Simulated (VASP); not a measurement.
Input of a VASP 6.6.1 run:

The input INCAR:

```
  PREC = Accurate
  ENCUT = 520
  EDIFF = 1E-6
  ISMEAR = 0
  SIGMA = 0.011
  LREAL = F
  LASPH = T
  NELM = 60
  ALGO = Normal
  ISIF = 2
  LWAVE = F
  LCHARG = F
  GGA = PE
  NBANDS = 8
```

KPOINTS

```
regular mesh
0
Gamma
  11 11 11
```

File POSCAR:

```
Al
1.0
    0.0000000000      2.0248050000      2.0248050000
    2.0248050000      0.0000000000      2.0248050000
    2.0248050000      2.0248050000      0.0000000000
Al
1
Direct
    0.0000000000      0.0000000000      0.0000000000
```

Potentials or basis: VASP PAW PBE potentials, release 64 (Al).

Launch:

```bash
$ cat potpaw_PBE.64/Al/POTCAR > POTCAR
$ mpirun -np 1 vasp_std > vasp.out
```

Problem. Estimate the pressure.

Solution. -0.6 GPa.
